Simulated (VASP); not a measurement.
# AgCl (I-4m2) in VASP: a series of runs

AgCl is run at these levels: PBE, r2SCAN; tasks: single point.

Everything below comes from runs of VASP 6.6.1. Logs are shortened: lines on timing, memory, paths and dates and some standing lists are left out, and cuts for length are marked.

## 1. The cell of the first run

The structure is tetragonal, space group I-4m2 (No. 119). Conventional cell: a = 4.233 Å, b = 4.233 Å, c = 5.800 Å, α = 90.00°, β = 90.00°, γ = 90.00°. Within 3.4 Å of Ag (site symmetry -4m2) lie 4 Cl at 2.57 Å. Within 3.4 Å of Cl (site symmetry -4m2) lie 4 Ag at 2.57 Å.

## 2. Single point, PBE (uniaxial x strain -3.1%)

The input, INCAR:

```
SYSTEM = AgCl
PREC = Accurate
ENCUT = 520
EDIFF = 1E-6
ISMEAR = -1
SIGMA = 0.02
LREAL = .False.
LASPH = .True.
NELM = 80
ALGO = Normal
ISIF = 2
LWAVE = .False.
LCHARG = .False.
GGA = PE
NBANDS = 16
```

The input, KPOINTS:

```
Automatic mesh
0
Gamma
  8 8 8
  0 0 0
```

The input, POSCAR:

```
AgCl
1.0
    0.0000000000      2.9932462515      2.9932462515
    2.8998569684      0.0000000000      2.9932462515
    2.8998569684      2.9932462515      0.0000000000
Ag Cl
1 1
Direct
    0.0000000000      0.0000000000      0.0000000000
    0.2500000000      0.2500000000      0.2500000000
```

Potentials or basis: VASP PAW PBE potentials, release 64 (Ag, Cl).

Started as:

```
$ cat potpaw_PBE.64/Ag/POTCAR potpaw_PBE.64/Cl/POTCAR > POTCAR
$ mpirun -np 1 vasp_std > vasp.out
```

OUTCAR:

```text
SYSTEM = AgCl
   PREC = Accurate
   ENCUT = 520
   EDIFF = 1E-6
   ISMEAR = -1
   LREAL = .False.
   LASPH = .True.
   NELM = 80
   ISIF = 2
   GGA = PE

 ion  position               nearest neighbor table
   1  0.000  0.000  0.000-   2 2.57   2 2.57   2 2.57   2 2.57
   2  0.250  0.250  0.250-   1 2.57   1 2.57   1 2.57   1 2.57

  LATTYP: Found a body centered tetragonal cell.
 ALAT       =     4.2330894444
 C/A-ratio  =     1.3700900992

  Lattice vectors:

 A1 = (  -2.8998569684,   0.0000000000,  -2.9932462515)
 A2 = (  -2.8998569684,   0.0000000000,   2.9932462515)
 A3 = (   2.8998569684,   2.9932462515,   0.0000000000)

Analysis of symmetry for initial positions (statically):
=====================================================================
 Subroutine PRICEL returns:
 Original cell was already a primitive cell.

 Routine SETGRP: Setting up the symmetry group for a
 body centered tetragonal supercell.

 Subroutine GETGRP returns: Found  8 space group operations
 (whereof  8 operations were pure point group operations)
 out of a pool of 16 trial point group operations.

The static configuration has the point symmetry D_2d.

Analysis of symmetry for dynamics (positions and initial velocities):
=====================================================================
 Subroutine PRICEL returns:
 Original cell was already a primitive cell.

 Routine SETGRP: Setting up the symmetry group for a
 body centered tetragonal supercell.

 Subroutine GETGRP returns: Found  8 space group operations
 (whereof  8 operations were pure point group operations)
 out of a pool of 16 trial point group operations.

The dynamic configuration has the point symmetry D_2d.

 Subroutine INISYM returns: Found  8 space group operations
 (whereof  8 operations are pure point group operations),
 and found     1 'primitive' translations

----------------------------------------------------------------------------------------

                                     Primitive cell

  volume of cell :      51.9627

  direct lattice vectors                    reciprocal lattice vectors
     0.000000000  2.993246252  2.993246252    -0.172422297  0.167042722  0.167042722
     2.899856968  0.000000000  2.993246252     0.172422297 -0.167042722  0.167042722
     2.899856968  2.993246252  0.000000000     0.172422297  0.167042722 -0.167042722

  length of vectors
     4.233089444  4.167576461  4.167576461     0.292465366  0.292465366  0.292465366

  position of ions in fractional coordinates (direct lattice)
     0.000000000  0.000000000  0.000000000
     0.250000000  0.250000000  0.250000000

  ion indices of the primitive-cell ions
   primitive index   ion index
                 1           1
                 2           2

----------------------------------------------------------------------------------------

 KPOINTS: Automatic mesh

Automatic generation of k-mesh.
 Grid dimensions read from file:
 generate k-points for:    8    8    8

 Generating k-lattice:

  Cartesian coordinates                     Fractional coordinates (reciprocal lattice)
    -0.021552787  0.020880340  0.020880340     0.125000000  0.000000000  0.000000000
     0.021552787 -0.020880340  0.020880340     0.000000000  0.125000000  0.000000000
     0.021552787  0.020880340 -0.020880340     0.000000000  0.000000000  0.125000000

  Length of vectors
     0.036558171  0.036558171  0.036558171

  Shift w.r.t. Gamma in fractional coordinates (k-lattice)
     0.000000000  0.000000000  0.000000000

 Subroutine IBZKPT returns following result:
 ===========================================

 Found     59 irreducible k-points:

 Following reciprocal coordinates:
            Coordinates               Weight
  0.000000  0.000000  0.000000      1.000000
  0.125000 -0.000000 -0.000000      8.000000
  0.250000 -0.000000 -0.000000      8.000000
  0.375000 -0.000000 -0.000000      8.000000
  0.500000 -0.000000 -0.000000      4.000000
  0.125000  0.125000  0.000000      4.000000
[... 16 lines left out ...]
  0.250000  0.125000  0.125000      4.000000
  0.375000  0.125000  0.125000      8.000000
 [... further k-points ...]
   k-points           NKPTS =     59   k-points in BZ     NKDIM =     59   number of bands    NBANDS=     16
   number of dos      NEDOS =    301   number of ions     NIONS =      2
   total plane-waves  NPLWV =  32768
   dimension x,y,z NGX =    32 NGY =   32 NGZ =   32
   dimension x,y,z NGXF=    64 NGYF=   64 NGZF=   64
   ions per type =               1   1
   NGX,Y,Z   is equivalent  to a cutoff of  12.57, 12.76, 12.76 a.u.
   NGXF,Y,Z  is equivalent  to a cutoff of  25.13, 25.53, 25.53 a.u.
 SYSTEM =  AgCl
   PREC   = accura    normal or accurate (medium, high low for compatibility)
   ISTART =      0    job   : 0-new  1-cont  2-samecut
   ICHARG =      2    charge: 1-file 2-atom 10-const
   ISPIN  =      1    spin polarized calculation?
   LNONCOLLINEAR =      F non collinear calculations
   LSORBIT =      F    spin-orbit coupling
   LASPH  =      T    aspherical Exc in radial PAW
   ENCUT  =  520.0 eV  38.22 Ry    6.18 a.u.   7.87  7.75  7.75*2*pi/ulx,y,z
   NELM   =     80;   NELMIN=  2; NELMDL= -5     # of ELM steps
   EDIFF  = 0.1E-05   stopping-criterion for ELM
   LREAL  =      F    real-space projection
   EDIFFG = 0.1E-04   stopping-criterion for IOM
   NSW    =      0    number of steps for IOM
   IBRION =     -1    ionic relax: 0-MD 1-quasi-New 2-CG
   NFREE  =      0    steps in history (QN), initial steepest desc. (CG)
   ISIF   =      2    stress and relaxation
   ISYM   =      2    0-nonsym 1-usesym 2-fastsym
   POTIM  = 0.5000    time-step for ionic-motion
   TEBEG  =    0.0;   TEEND  =   0.0 temperature during run
   PSTRESS=    0.0 pullay stress
   NELECT =      18.0000    total number of electrons
   NUPDOWN=      -1.0000    fix difference up-down
   EMIN   =  10.00;   EMAX   =-10.00  energy-range for DOS
   EFERMI =   0.00;   METHOD = LEGACY
   ISMEAR =    -1;   SIGMA  =   0.02  broadening in eV -4-tet -1-fermi 0-gaus
   EFERMI_NEDOS =   21; number of points for ismear=-14 and -15
   IALGO  =     38    algorithm
   IMIX   =      4    mixing-type and parameters
     AMIX     =   0.40;   BMIX     =  1.00
     AMIX_MAG =   1.60;   BMIX_MAG =  1.00
  volume/ion in A,a.u.               =      25.98       175.33
  Fermi-wavevector in a.u.,A,eV,Ry     =   1.149746  2.172705 17.985752  1.321915
  Thomas-Fermi vector in A             =   2.286414
   LORBIT       =      0    0 simple, 1 ext, 2 COOP (PROOUT), +10 PAW based schemes
   GGA     = PE    functional components
   LHFCALC =     F    Hartree Fock is set to
   AEXX    =    0.0000 exact exchange contribution
   IVDW    =     0    specifies the selected vdW correction
   LEPSILON=     F    determine dielectric tensor
   LRPA    =     F    only Hartree local field effects (RPA)
 non-spin polarized calculation
  energy-cutoff  :      520.00
  volume of cell :       51.96
 maximum number of plane-waves:      1412
   NGX = 15   NGY = 15   NGZ = 15

 number of electron      18.0000003 magnetization

 Free energy of the ion-electron system (eV)
  ---------------------------------------------------
  ext. energy  EPLUGINS =         0.00000000
  ---------------------------------------------------
  free energy    TOTEN  =        -5.42868419 eV

  energy without entropy =       -5.42868419  energy(sigma->0) =       -5.42868419

 E-fermi :   2.4957     XC(G=0):  -8.6967

 val. band max:        2.1163978940   @ k =   0.0000   0.0000   0.0000
 cond. band min:       3.3038346113   @ k =   0.0000   0.0000   0.0000
 fundamental gap:      1.1874367173
 Fermi energy:         2.4957385774

 k-point     1 :       0.0000    0.0000    0.0000
  band No.  band energies     occupation
      1     -12.9552      2.00000
      2      -2.2134      2.00000
      3      -2.2134      2.00000
      4      -2.1836      2.00000
      5      -0.1663      2.00000
      6      -0.1303      2.00000
[... 8 lines left out ...]
     15      14.8634      0.00000
     16      15.1333      0.00000

 k-point     2 :       0.1250   -0.0000   -0.0000
  band No.  band energies     occupation
      1     -12.9267      2.00000
      2      -2.2519      2.00000
      3      -2.1848      2.00000
      4      -2.1565      2.00000
      5      -0.1688      2.00000
      6      -0.1375      2.00000
[... 8 lines left out ...]
     15      14.2991      0.00000
     16      15.3906      0.00000

 k-point     3 :       0.2500   -0.0000   -0.0000
  band No.  band energies     occupation
      1     -12.8573      2.00000
      2      -2.3180      2.00000
      3      -2.1186      2.00000
      4      -2.0767      2.00000
      5      -0.1557      2.00000
      6      -0.1385      2.00000
[... 8 lines left out ...]
     15      13.9549      0.00000
     16      14.6340      0.00000

 k-point     4 :       0.3750   -0.0000   -0.0000
  band No.  band energies     occupation
      1     -12.7869      2.00000
      2      -2.3159      2.00000
      3      -2.0578      2.00000
      4      -2.0002      2.00000
      5      -0.1081      2.00000
      6      -0.1062      2.00000
[... 8 lines left out ...]
     15      14.6207      0.00000
     16      14.6473      0.00000
[... 324 lines left out ...]
 k-point    22 :       0.0000    0.1250    0.1250
  band No.  band energies     occupation
      1     -12.9160      2.00000
      2      -2.2733      2.00000
      3      -2.1608      2.00000
      4      -2.1608      2.00000
      5      -0.1687      2.00000
      6      -0.1400      2.00000
[... 8 lines left out ...]
     15      14.6194      0.00000
     16      16.3927      0.00000

 k-point    23 :       0.2500    0.1250    0.1250
  band No.  band energies     occupation
      1     -12.8857      2.00000
      2      -2.2998      2.00000
      3      -2.1495      2.00000
      4      -2.0885      2.00000
      5      -0.1973      2.00000
      6      -0.1181      2.00000
[... 8 lines left out ...]
     15      14.1108      0.00000
     16      16.4059      0.00000

 k-point    24 :       0.3750    0.1250    0.1250
  band No.  band energies     occupation
      1     -12.8161      2.00000
      2      -2.3065      2.00000
      3      -2.0790      2.00000
      4      -2.0261      2.00000
      5      -0.1903      2.00000
      6      -0.0969      2.00000
[... 8 lines left out ...]
     15      14.5881      0.00000
     16      15.6903      0.00000

 [... further k-points ...]

------------------------ aborting loop because EDIFF is reached ----------------------------------------

  FORCE on cell =-STRESS in cart. coord.  units (eV):
  Direction    XX          YY          ZZ          XY          YZ          ZX
  --------------------------------------------------------------------------------------
  -------------------------------------------------------------------------------------
  Total        0.7361661      0.7396153      0.7396153     -0.0000000      0.0000000      0.0000000
  in kB       22.6983828     22.8047345     22.8047345     -0.0000000      0.0000000      0.0000000
  external PRESSURE =      22.7692840 kB  Pullay stress =       0.0000000 kB

 VOLUME and BASIS-vectors are now :
 -----------------------------------------------------------------------------
  energy-cutoff  :      520.00
  volume of cell :       51.96
      direct lattice vectors                 reciprocal lattice vectors
     0.000000000  2.993246252  2.993246252    -0.172422297  0.167042722  0.167042722
     2.899856968  0.000000000  2.993246252     0.172422297 -0.167042722  0.167042722
     2.899856968  2.993246252  0.000000000     0.172422297  0.167042722 -0.167042722

 POSITION                                       TOTAL-FORCE (eV/Angst)
 -----------------------------------------------------------------------------------
      0.00000      0.00000      0.00000         0.000000      0.000000      0.000000
      1.44993      1.49662      1.49662        -0.000000     -0.000000     -0.000000
 -----------------------------------------------------------------------------------
    total drift:                                0.000000     -0.000000     -0.000000

  FREE ENERGIE OF THE ION-ELECTRON SYSTEM (eV)
  ---------------------------------------------------
  free  energy   TOTEN  =        -5.4286841927 eV

  energy  without entropy=       -5.4286841927  energy(sigma->0) =       -5.42868419
```

Wall time 48 s (1 thread of Intel Xeon 8259CL, shared host); peak memory 0.2 GiB.

What came out:

```
Free energy            : -5.4287 eV
Pressure               : 2.3 GPa
Band gap on the k mesh : 1.19 eV
```

Levels at points of the mesh, in eV from the valence-band top:
| k point | band 6 | band 7 | band 8 | band 9 | band 10 | band 11 | band 12 | band 13 |
| --- | --- | --- | --- | --- | --- | --- | --- | --- |
| (0.00, 0.00, 0.00) | -2.25 | -0.04 | -0.04 | 0.00 | 1.19 | 8.03 | 8.03 | 8.07 |
| (0.50, 0.00, 0.00) | -2.19 | -2.09 | -0.65 | -0.63 | 3.72 | 6.71 | 8.29 | 8.54 |
| (0.50, 0.50, 0.00) | -2.11 | -1.86 | -1.51 | -1.40 | 4.74 | 5.52 | 8.62 | 10.66 |
| (0.00, 0.50, 0.50) | -2.10 | -1.79 | -1.45 | -1.45 | 4.69 | 5.38 | 8.85 | 10.69 |

Caveat: the cell differs from its parent crystal (uniaxial x strain -3.1%).

## 3. Single point, r2SCAN (uniaxial x strain -3.1%)

POSCAR is that of step 2.

The input, INCAR.step1:

```
SYSTEM = AgCl
  PREC = Accurate
  ENCUT = 520
  ISMEAR = 0
  SIGMA = 0.01
  LREAL = .FALSE.
  LASPH = .TRUE.
  NELM = 60
  NBANDS = 16
  GGA = PE
  ALGO = Normal
  EDIFF = 1E-4
  LWAVE = .TRUE.
  LCHARG = .FALSE.
```

The input, INCAR.step2:

```
SYSTEM = AgCl
  PREC = Accurate
  ENCUT = 520
  EDIFF = 1E-6
  ISMEAR = 0
  SIGMA = 0.01
  LREAL = .FALSE.
  LASPH = .TRUE.
  NELM = 60
  ALGO = Normal
  ISIF = 2
  LWAVE = .FALSE.
  LCHARG = .FALSE.
  METAGGA = R2SCAN
  LMIXTAU = .TRUE.
  NBANDS = 16
  ISTART = 1
```

The input, KPOINTS:

```
Automatic mesh
0
G
  8 8 8
  0 0 0
```

Potentials or basis: VASP PAW PBE potentials, release 64 (Ag, Cl).

Started as:

```
$ cat potpaw_PBE.64/Ag/POTCAR potpaw_PBE.64/Cl/POTCAR > POTCAR
$ cp INCAR.step1 INCAR
$ mpirun -np 1 vasp_std > vasp.out
$ cp INCAR.step2 INCAR
$ mpirun -np 1 vasp_std > vasp.out
```

Wall time 2.7 min (1 thread of Intel Xeon 8259CL, shared host); peak memory 0.21 GiB.

It converged, with:

| Item | Value |
| --- | --- |
| Free energy | -28.5382 eV |
| Pressure | 1.1 GPa |
| Band gap on the k mesh | 1.53 eV |

Levels at points of the mesh, in eV from the valence-band top:
```
           k point  band 5  band 6  band 7  band 8  band 9  band 10  band 11  band 12  band 13  band 14
(0.00, 0.00, 0.00)   -2.28   -2.25   -0.04   -0.04    0.00     1.53     8.61     8.61     8.65    13.02
(0.50, 0.00, 0.00)   -2.20   -2.19   -2.10   -0.65   -0.63     4.18     7.01     8.78     9.05    12.26
(0.50, 0.50, 0.00)   -2.23   -2.11   -1.84   -1.53   -1.42     5.02     6.04     8.88    11.30    11.68
(0.00, 0.50, 0.50)   -2.18   -2.10   -1.77   -1.47   -1.47     4.97     5.89     9.14    11.34    11.34
```

Caveat: the cell differs from its parent crystal (uniaxial x strain -3.1%); the PAW data sets were made with another functional, which shifts forces and pressure a little.
